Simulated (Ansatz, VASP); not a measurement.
# TiAl: VASP beside Ansatz

```
Ti Al
1.0
     3.01800    0.00000    0.00000
     0.00000    3.01800    0.00000
     0.00000    0.00000    3.01800
Ti Al
1 1
Direct
  0.50000 0.50000 0.50000
  0.00000 0.00000 0.00000
```

Alike in both runs: task relaxation of cell and atoms; functional PBE; k mesh 6 × 6 × 6; occupations gaussian, width 0.1 eV; no spin polarisation.

```csv
,VASP,Ansatz
version,VASP 6.6.1,Ansatz 0.2.0
potentials or method,"VASP PAW PBE potentials, release 64 (Ti_sv, Al), cutoff 600 eV","scalar-relativistic, plane waves, PAW"
valence electrons in the cell,15,15
```

```tsv
	VASP	Ansatz	Ansatz less VASP
gap on the k mesh at the Fermi level, each at its own relaxed structure (eV)	none	none	-
relaxed volume (Å³/atom)	16.14	16.14	-0.001
relaxed cell length with the largest relative difference (Å)	3.184	3.184	-0.0001
```

A gap of «none» marks a metal or a gap that the smearing closes.

Noted on VASP's run: the volume moved by over 15 % at a fixed basis, so the end points are rough.
